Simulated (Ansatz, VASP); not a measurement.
**Two plane-wave programs on MgBe2SO2**

```xyz
6
Lattice="4.3517 0.0000 0.0000 0.0000 4.3517 0.0000 0.0000 0.0000 4.1418" Properties=species:S:1:pos:R:3 pbc="T T T"
Mg    2.1758    2.1758    2.0709
Be    0.0000    2.1758    0.0000
Be    2.1758    0.0000    0.0000
S     2.1758    2.1758    0.0000
O     0.0000    2.1758    2.0709
O     2.1758    0.0000    2.0709
```

Alike in both runs: functional PBE; k mesh 10 × 10 × 10; occupations gaussian, width 0.1 eV; no spin polarisation.

Ansatz relaxed the structure, and its values are those at the end. VASP's run is a single point on that final structure, the one shown.

```csv
,VASP,Ansatz
version,VASP 6.6.1,Ansatz 0.2.0
potentials or method,"VASP PAW PBE potentials, release 64 (Mg, Be, S, O), cutoff 520 eV","scalar-relativistic, plane waves, PAW"
valence electrons in the cell,24,32
```

VASP gave:

* gap on the k mesh at the Fermi level (eV): none
* pressure (GPa): 0.1

Problem. What did Ansatz give for the same quantities?

Solution. gap on the k mesh at the Fermi level (eV): none; pressure (GPa): 0.0.

A gap of «none» marks a metal or a gap that the smearing closes. VASP's potentials hold 24 valence electrons a cell and Ansatz's 32, so a difference there can come from the potentials and not from the codes.
